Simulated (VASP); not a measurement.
# TiB2 (P6/mmm) in VASP: notebook, part 2 of 2

VASP 6.6.1.

## 5. Single point, PBEsol (volume scaled by 1.04)

INCAR reads:

```
ALGO     = Normal         # electronic algorithm
EDIFF    = 1E-6           # SCF threshold, eV
ENCUT    = 520            # plane-wave cutoff, eV
GGA      = PS             # functional
ISIF     = 2              # what is computed and relaxed
ISMEAR   = -1             # smearing method
LASPH    = True           # aspherical terms in the spheres
LCHARG   = True           # write CHGCAR
LELF     = True           # ELF
LREAL    = False          # projectors in reciprocal space
LVHAR    = True         
LWAVE    = False          # write WAVECAR
NBANDS   = 16             # bands
NELM     = 80             # most SCF steps
PREC     = Accurate       # precision mode
SIGMA    = 0.03           # smearing width, eV
```

KPOINTS reads:

```
k-points
0
Gamma
  14 14 11
```

POSCAR reads:

```
TiB2
1.0
    3.0690606440      0.0000000000      0.0000000000
   -1.5345303220      2.6578844835      0.0000000000
    0.0000000000      0.0000000000      3.2708838193
Ti B
1 2
Direct
    0.0000000000      0.0000000000      0.0000000000
    0.3333333333      0.6666666667      0.5000000000
    0.6666666667      0.3333333333      0.5000000000
```

Potentials or basis: VASP PAW PBE potentials, release 64 (Ti_sv, B).

Launch:

```bash
$ cat potpaw_PBE.64/Ti_sv/POTCAR potpaw_PBE.64/B/POTCAR > POTCAR
$ mpirun -np 1 vasp_std > vasp.out
```

OUTCAR:

```text
EDIFF = 1E-6
   ENCUT = 520
   GGA = PS
   ISIF = 2
   ISMEAR = -1
   LASPH = True
   LREAL = False
   NELM = 80
   PREC = Accurate

 ion  position               nearest neighbor table
   1  0.000  0.000  0.000-   2 2.41   3 2.41   2 2.41   3 2.41   3 2.41   3 2.41   2 2.41   2 2.41
                             3 2.41   3 2.41   2 2.41   2 2.41
   2  0.333  0.667  0.500-   3 1.77   3 1.77   3 1.77   1 2.41   1 2.41   1 2.41   1 2.41   1 2.41
                             1 2.41
   3  0.667  0.333  0.500-   2 1.77   2 1.77   2 1.77   1 2.41   1 2.41   1 2.41   1 2.41   1 2.41
                             1 2.41

  LATTYP: Found a hexagonal cell.
 ALAT       =     3.0690606440
 C/A-ratio  =     1.0657605693

  Lattice vectors:

 A1 = (   3.0690606440,   0.0000000000,   0.0000000000)
 A2 = (  -1.5345303220,   2.6578844835,   0.0000000000)
 A3 = (   0.0000000000,   0.0000000000,   3.2708838193)

Analysis of symmetry for initial positions (statically):
=====================================================================
 Subroutine PRICEL returns:
 Original cell was already a primitive cell.

[... 174 lines left out ...]
 cond. band min:       9.5172201870   @ k =   0.0714  -0.0000   0.2727
 fundamental gap:      0.0703841845
 Fermi energy:         9.5092818539

 k-point     1 :       0.0000    0.0000    0.0000
  band No.  band energies     occupation
      1     -47.3123      2.00000
      2     -23.7625      2.00000
      3     -23.4662      2.00000
      4     -23.4662      2.00000
      5      -3.7691      2.00000
      6       6.9733      2.00000
[... 433 lines left out ...]
      3     -23.6951      2.00000
      4     -23.6860      2.00000
      5       1.0515      2.00000
      6       1.3091      2.00000
[... 8 lines left out ...]
     15      18.8668      0.00000
     16      19.6000      0.00000

 [... further k-points ...]

------------------------ aborting loop because EDIFF is reached ----------------------------------------

  FORCE on cell =-STRESS in cart. coord.  units (eV):
  Direction    XX          YY          ZZ          XY          YZ          ZX
  --------------------------------------------------------------------------------------
  -------------------------------------------------------------------------------------
  Total       -2.2523376     -2.2523376     -2.3753318      0.0000000     -0.0000000     -0.0000000
  in kB     -135.2500318   -135.2500318   -142.6356822      0.0000000     -0.0000000     -0.0000000
  external PRESSURE =    -137.7119153 kB  Pullay stress =       0.0000000 kB

 VOLUME and BASIS-vectors are now :
 -----------------------------------------------------------------------------
  energy-cutoff  :      520.00
  volume of cell :       26.68
      direct lattice vectors                 reciprocal lattice vectors
     3.069060644  0.000000000  0.000000000     0.325832597  0.188119538  0.000000000
    -1.534530322  2.657884484  0.000000000     0.000000000  0.376239075  0.000000000
     0.000000000  0.000000000  3.270883819     0.000000000  0.000000000  0.305727765

 POSITION                                       TOTAL-FORCE (eV/Angst)
 -----------------------------------------------------------------------------------
      0.00000      0.00000      0.00000         0.000000      0.000000      0.000000
     -0.00000      1.77192      1.63544         0.000000      0.000000     -0.000000
      1.53453      0.88596      1.63544        -0.000000      0.000000      0.000000
 -----------------------------------------------------------------------------------
    total drift:                               -0.000000      0.000000      0.000000

  FREE ENERGIE OF THE ION-ELECTRON SYSTEM (eV)
  ---------------------------------------------------
  free  energy   TOTEN  =       -25.7240707720 eV

  energy  without entropy=      -25.7229279436  energy(sigma->0) =      -25.72349936
```

stdout:

```text
POSCAR found type information on POSCAR TiB
 POSCAR found :  2 types and       3 ions
 scaLAPACK will be used
 -----------------------------------------------------------------------------
|                                                                             |
|                                                                             |
|     You enforced a specific xc type in the INCAR file but a different       |
|     I HOPE YOU KNOW WHAT YOU ARE DOING!                                     |
|                                                                             |
 -----------------------------------------------------------------------------

 LDA part: xc-table for (Slater+PW92), standard interpolation
 POSCAR, INCAR and KPOINTS ok, starting setup
 FFT: planning ... GRIDC
 FFT: planning ... GRID_SOFT
 FFT: planning ... GRID
 WAVECAR not read
 entering main loop
```

Wall time 30 s (1 thread of Intel Xeon Platinum 8259CL at 2.50GHz (Skylake/Cascade Lake), shared host); peak memory 0.18 GiB.

What came out:

```
Free energy            : -25.7241 eV
Pressure               : -13.8 GPa
Band gap on the k mesh : zero (band 9 reaches 9.93 eV, above the bottom of band 10 at 9.32 eV)
```

Caveat: the PAW data sets were made with another functional, which shifts forces and pressure a little.

## 6. Summary

| cell | gap on the mesh (eV) | pressure (GPa) |
| --- | --- | --- |
| a = 2.967, b = 2.967, c = 3.162 Å, angles 90.0, 90.0, 120.0°, 3 atoms | none | 12.6 |
| a = 3.009, b = 3.009, c = 3.207 Å, angles 90.0, 90.0, 120.0°, 3 atoms | none | 0.4 |
| a = 3.039, b = 3.039, c = 3.239 Å, angles 90.0, 90.0, 120.0°, 3 atoms | none | -7.2 |
| a = 3.069, b = 3.069, c = 3.271 Å, angles 90.0, 90.0, 120.0°, 3 atoms | none | -13.8 |

Alike in all rows: task single point; level PBEsol; potentials or basis VASP PAW PBE potentials, release 64 (Ti_sv, B); no spin polarisation; k mesh 14 × 14 × 11; cutoff (eV) 520; smearing fermi-dirac 0.03 eV.

Caveats: the PAW data sets were made with another functional, which shifts forces and pressure a little.

Absolute energies hang on the potentials; compare differences alone.
